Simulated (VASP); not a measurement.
A run of VASP 6.6.1:

INCAR

```
SYSTEM = Ge2BiP3
PREC = Accurate
ENCUT = 600
EDIFF = 1E-6
ISMEAR = 0
SIGMA = 0.1
LREAL = .False.
LASPH = .True.
NELM = 100
ALGO = Normal
ISIF = 3
LWAVE = .False.
LCHARG = .False.
GGA = PE
IBRION = 2
NSW = 100
EDIFFG = -0.01
```

The input KPOINTS:

```
regular mesh
0
Gamma
  6 6 10
  0 0 0
```

The input POSCAR:

```
Ge2BiP3
1.0
    6.3392405100      0.0000000000      0.0000000000
   -3.1696202500      5.4899433200      0.0000000000
    0.0000000000      0.0000000000      3.6730962700
Ge Bi P
2 1 3
Direct
    0.6666666700      0.3333333300      0.0000000000
    0.3333333300      0.6666666700      0.0000000000
    0.0000000000      0.0000000000      0.0000000000
    0.5000000000      0.0000000000      0.5000000000
    0.0000000000      0.5000000000      0.5000000000
    0.5000000000      0.5000000000      0.5000000000
```

Potentials or basis: VASP PAW PBE potentials, release 64 (Ge_d, Bi_d, P).

Launch:

```console
$ cat potpaw_PBE.64/Ge_d/POTCAR potpaw_PBE.64/Bi_d/POTCAR potpaw_PBE.64/P/POTCAR > POTCAR
$ mpirun -np 1 vasp_std > vasp.out
```

Hardware: 1 thread of Intel(R) Xeon(R) 6975P-C (Granite Rapids) (shared host).

Q: Estimate the wall time of this run.

A: Wall time 13 min on 1 thread of Intel(R) Xeon(R) 6975P-C (Granite Rapids), with other jobs on the host, peak memory 0.44 GiB. Counts: scf iterations 82, k points 42, ion steps 10.
